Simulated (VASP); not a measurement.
# Rh in VASP: further runs

The runs below take Rh through single point, with PBE.

Everything below comes from runs of VASP 6.6.1. Logs are shortened: lines on timing, memory, paths and dates and some standing lists are left out, and cuts for length are marked.

### 1 The cell of the first run

The structure is cubic, space group Fm-3m (No. 225). The conventional cell has a = 3.898 Å, b = 3.898 Å, c = 3.898 Å, α = 90.00°, β = 90.00°, γ = 90.00°. Rh (site symmetry m-3m) has 12 Rh at 2.76 Å within 3.6 Å.

### 2 Single point, PBE (strain +0.025 along x and y, +0.025 along z)

INCAR reads:

```
  PREC = Accurate
  ENCUT = 520
  EDIFF = 1E-6
  ISMEAR = 1
  SIGMA = 0.02
  LREAL = False
  LASPH = True
  NELM = 80
  ALGO = Normal
  ISIF = 2
  LWAVE = False
  LCHARG = True
  GGA = PE
  LELF = True
  LVHAR = True
  NBANDS = 14
```

KPOINTS reads:

```
regular mesh
0
Gamma
  22 22 22
```

POSCAR reads:

```
Rh
1.0
    0.0000000000      1.9490887500      1.9490887500
    1.9490887500      0.0000000000      1.9490887500
    1.9490887500      1.9490887500      0.0000000000
Rh
1
Direct
    0.0000000000      0.0000000000      0.0000000000
```

Potentials or basis: VASP PAW PBE potentials, release 64 (Rh_pv).

Launch:

```sh
$ cat potpaw_PBE.64/Rh_pv/POTCAR > POTCAR
$ mpirun -np 1 vasp_std > vasp.out
```

OUTCAR:

```text
PREC = Accurate
   ENCUT = 520
   EDIFF = 1E-6
   ISMEAR = 1
   LREAL = False
   LASPH = True
   NELM = 80
   ISIF = 2
   GGA = PE

 ion  position               nearest neighbor table
   1  0.000  0.000  0.000-

  LATTYP: Found a face centered cubic cell.
 ALAT       =     3.8981775000

  Lattice vectors:

 A1 = (   0.0000000000,   1.9490887500,   1.9490887500)
 A2 = (   1.9490887500,   0.0000000000,   1.9490887500)
 A3 = (   1.9490887500,   1.9490887500,   0.0000000000)

Analysis of symmetry for initial positions (statically):
=====================================================================
 Subroutine PRICEL returns:
 Original cell was already a primitive cell.

 Routine SETGRP: Setting up the symmetry group for a
 face centered cubic supercell.

 Subroutine GETGRP returns: Found 48 space group operations
 (whereof 48 operations were pure point group operations)
 out of a pool of 48 trial point group operations.

The static configuration has the point symmetry O_h .

Analysis of symmetry for dynamics (positions and initial velocities):
=====================================================================
 Subroutine PRICEL returns:
 Original cell was already a primitive cell.

 Routine SETGRP: Setting up the symmetry group for a
 face centered cubic supercell.

 Subroutine GETGRP returns: Found 48 space group operations
 (whereof 48 operations were pure point group operations)
 out of a pool of 48 trial point group operations.

The dynamic configuration has the point symmetry O_h .

 Subroutine INISYM returns: Found 48 space group operations
 (whereof 48 operations are pure point group operations),
 and found     1 'primitive' translations

----------------------------------------------------------------------------------------

                                     Primitive cell

  volume of cell :      14.8090

  direct lattice vectors                    reciprocal lattice vectors
     0.000000000  1.949088750  1.949088750    -0.256530135  0.256530135  0.256530135
     1.949088750  0.000000000  1.949088750     0.256530135 -0.256530135  0.256530135
     1.949088750  1.949088750  0.000000000     0.256530135  0.256530135 -0.256530135

  length of vectors
     2.756427745  2.756427745  2.756427745     0.444323227  0.444323227  0.444323227

  position of ions in fractional coordinates (direct lattice)
     0.000000000  0.000000000  0.000000000

  ion indices of the primitive-cell ions
   primitive index   ion index
                 1           1

----------------------------------------------------------------------------------------

 KPOINTS: regular mesh

Automatic generation of k-mesh.
 Grid dimensions read from file:
 generate k-points for:   22   22   22

 Generating k-lattice:

  Cartesian coordinates                     Fractional coordinates (reciprocal lattice)
    -0.011660461  0.011660461  0.011660461     0.045454545  0.000000000  0.000000000
     0.011660461 -0.011660461  0.011660461     0.000000000  0.045454545  0.000000000
     0.011660461  0.011660461 -0.011660461     0.000000000  0.000000000  0.045454545

  Length of vectors
     0.020196510  0.020196510  0.020196510

  Shift w.r.t. Gamma in fractional coordinates (k-lattice)
     0.000000000  0.000000000  0.000000000

 Subroutine IBZKPT returns following result:
 ===========================================

 Found    328 irreducible k-points:

 Following reciprocal coordinates:
            Coordinates               Weight
  0.000000  0.000000  0.000000      1.000000
  0.045455  0.000000  0.000000      8.000000
  0.090909  0.000000  0.000000      8.000000
  0.136364  0.000000  0.000000      8.000000
  0.181818  0.000000  0.000000      8.000000
  0.227273  0.000000  0.000000      8.000000
[... 16 lines left out ...]
  0.500000  0.045455  0.000000     24.000000
 -0.454545  0.045455  0.000000     24.000000
 [... further k-points ...]
   k-points           NKPTS =    328   k-points in BZ     NKDIM =    328   number of bands    NBANDS=     14
   number of dos      NEDOS =    301   number of ions     NIONS =      1
   total plane-waves  NPLWV =  13824
   dimension x,y,z NGX =    24 NGY =   24 NGZ =   24
   dimension x,y,z NGXF=    48 NGYF=   48 NGZF=   48
   ions per type =               1
   NGX,Y,Z   is equivalent  to a cutoff of  14.47, 14.47, 14.47 a.u.
   NGXF,Y,Z  is equivalent  to a cutoff of  28.95, 28.95, 28.95 a.u.
 SYSTEM =  unknown system
   PREC   = accura    normal or accurate (medium, high low for compatibility)
   ISTART =      0    job   : 0-new  1-cont  2-samecut
   ICHARG =      2    charge: 1-file 2-atom 10-const
   ISPIN  =      1    spin polarized calculation?
   LNONCOLLINEAR =      F non collinear calculations
   LSORBIT =      F    spin-orbit coupling
   LASPH  =      T    aspherical Exc in radial PAW
   ENCUT  =  520.0 eV  38.22 Ry    6.18 a.u.   5.13  5.13  5.13*2*pi/ulx,y,z
   NELM   =     80;   NELMIN=  2; NELMDL= -5     # of ELM steps
   EDIFF  = 0.1E-05   stopping-criterion for ELM
   LREAL  =      F    real-space projection
   EDIFFG = 0.1E-04   stopping-criterion for IOM
   NSW    =      0    number of steps for IOM
   IBRION =     -1    ionic relax: 0-MD 1-quasi-New 2-CG
   NFREE  =      0    steps in history (QN), initial steepest desc. (CG)
   ISIF   =      2    stress and relaxation
   ISYM   =      2    0-nonsym 1-usesym 2-fastsym
   POTIM  = 0.5000    time-step for ionic-motion
   TEBEG  =    0.0;   TEEND  =   0.0 temperature during run
   PSTRESS=    0.0 pullay stress
   NELECT =      15.0000    total number of electrons
   NUPDOWN=      -1.0000    fix difference up-down
   EMIN   =  10.00;   EMAX   =-10.00  energy-range for DOS
   EFERMI =   0.00;   METHOD = LEGACY
   ISMEAR =     1;   SIGMA  =   0.02  broadening in eV -4-tet -1-fermi 0-gaus
   EFERMI_NEDOS =   21; number of points for ismear=-14 and -15
   IALGO  =     38    algorithm
   IMIX   =      4    mixing-type and parameters
     AMIX     =   0.40;   BMIX     =  1.00
     AMIX_MAG =   1.60;   BMIX_MAG =  1.00
  volume/ion in A,a.u.               =      14.81        99.94
  Fermi-wavevector in a.u.,A,eV,Ry     =   1.644108  3.106913 36.777781  2.703091
  Thomas-Fermi vector in A             =   2.734129
   LORBIT       =      0    0 simple, 1 ext, 2 COOP (PROOUT), +10 PAW based schemes
   GGA     = PE    functional components
   LHFCALC =     F    Hartree Fock is set to
   AEXX    =    0.0000 exact exchange contribution
   IVDW    =     0    specifies the selected vdW correction
   LEPSILON=     F    determine dielectric tensor
   LRPA    =     F    only Hartree local field effects (RPA)
 non-spin polarized calculation
 Methfessel and Paxton  Order N= 1 SIGMA  =   0.02
  energy-cutoff  :      520.00
  volume of cell :       14.81
 maximum number of plane-waves:       411
 NGX is ok and might be reduce to    24
   NGX = 11   NGY = 11   NGZ = 11

 number of electron      15.0000000 magnetization

 Free energy of the ion-electron system (eV)
  ---------------------------------------------------
  ext. energy  EPLUGINS =         0.00000000
  ---------------------------------------------------
  free energy    TOTEN  =        -7.22848169 eV

  energy without entropy =       -7.22842987  energy(sigma->0) =       -7.22846442

 E-fermi :  10.5756     XC(G=0): -13.5578

 val. band max:       10.5738135576   @ k =   0.3182   0.1818   0.0455
 cond. band min:      10.5783100149   @ k =   0.3636   0.0000   0.0000
 fundamental gap:      0.0044964573
 Fermi energy:        10.5756169895

 k-point     1 :       0.0000    0.0000    0.0000
  band No.  band energies     occupation
      1     -35.6649      2.00000
      2     -35.6649      2.00000
      3     -35.6649      2.00000
      4       3.1714      2.00000
      5       7.8469      2.00000
      6       7.8469      2.00000
      7       7.8469      2.00000
      8       9.6991      2.00000
      9       9.6991      2.00000
     10      26.6115      0.00000
     11      31.3349      0.00000
     12      31.6557      0.00000
     13      31.6557      0.00000
     14      31.6557      0.00000

 k-point     2 :       0.0455    0.0000    0.0000
  band No.  band energies     occupation
      1     -35.6767      2.00000
      2     -35.6665      2.00000
      3     -35.6665      2.00000
      4       3.2494      2.00000
      5       7.8140      2.00000
      6       7.8766      2.00000
      7       7.8766      2.00000
      8       9.6830      2.00000
      9       9.6830      2.00000
     10      26.7164      0.00000
     11      31.1665      0.00000
     12      31.3382      0.00000
     13      31.7621      0.00000
     14      31.7621      0.00000

 k-point     3 :       0.0909    0.0000    0.0000
  band No.  band energies     occupation
      1     -35.7109      2.00000
      2     -35.6712      2.00000
      3     -35.6712      2.00000
      4       3.4775      2.00000
      5       7.7256      2.00000
      6       7.9583      2.00000
      7       7.9583      2.00000
      8       9.6437      2.00000
      9       9.6437      2.00000
     10      27.0039      0.00000
     11      30.0759      0.00000
     12      31.3367      0.00000
     13      32.0734      0.00000
     14      32.0734      0.00000
[... 324 lines left out ...]
 k-point    23 :       0.5000    0.0455    0.0000
  band No.  band energies     occupation
      1     -36.2238      2.00000
      2     -35.7513      2.00000
      3     -35.7468      2.00000
      4       5.1246      2.00000
      5       7.7353      2.00000
      6       7.8371      2.00000
      7      10.4181      2.00000
      8      11.0860      0.00000
      9      12.0744      0.00000
     10      18.5358      0.00000
     11      26.1824      0.00000
     12      30.9809      0.00000
     13      31.0440      0.00000
     14      31.3375      0.00000

 k-point    24 :      -0.4545    0.0455    0.0000
  band No.  band energies     occupation
      1     -36.2201      2.00000
      2     -35.7529      2.00000
      3     -35.7442      2.00000
      4       5.1307      2.00000
      5       7.7491      2.00000
      6       7.8366      2.00000
      7      10.4049      2.00000
      8      11.0023      0.00000
      9      12.0159      0.00000
     10      18.6799      0.00000
     11      26.2085      0.00000
     12      30.8412      0.00000
     13      31.3023      0.00000
     14      31.3370      0.00000

 [... further k-points ...]

------------------------ aborting loop because EDIFF is reached ----------------------------------------

  FORCE on cell =-STRESS in cart. coord.  units (eV):
  Direction    XX          YY          ZZ          XY          YZ          ZX
  --------------------------------------------------------------------------------------
  -------------------------------------------------------------------------------------
  Total       -1.0997693     -1.0997693     -1.0997693      0.0000000      0.0000000      0.0000000
  in kB     -118.9836672   -118.9836672   -118.9836672      0.0000000      0.0000000      0.0000000
  external PRESSURE =    -118.9836672 kB  Pullay stress =       0.0000000 kB

 VOLUME and BASIS-vectors are now :
 -----------------------------------------------------------------------------
  energy-cutoff  :      520.00
  volume of cell :       14.81
      direct lattice vectors                 reciprocal lattice vectors
     0.000000000  1.949088750  1.949088750    -0.256530135  0.256530135  0.256530135
     1.949088750  0.000000000  1.949088750     0.256530135 -0.256530135  0.256530135
     1.949088750  1.949088750  0.000000000     0.256530135  0.256530135 -0.256530135

 POSITION                                       TOTAL-FORCE (eV/Angst)
 -----------------------------------------------------------------------------------
      0.00000      0.00000      0.00000         0.000000      0.000000      0.000000
 -----------------------------------------------------------------------------------
    total drift:                                0.000000      0.000000     -0.000000

  FREE ENERGIE OF THE ION-ELECTRON SYSTEM (eV)
  ---------------------------------------------------
  free  energy   TOTEN  =        -7.2284816922 eV

  energy  without entropy=       -7.2284298723  energy(sigma->0) =       -7.22846442
```

It took 20 s on 1 thread of Intel Xeon 6975P-C (Granite Rapids), shared host; peak memory 0.19 GiB.

What came out:

```
Free energy : -7.2285 eV
Pressure    : -11.9 GPa
```

Caveat: the cell differs from its parent crystal (strain +0.025 along x and y, +0.025 along z).

(Continued in part 2 of 3.)
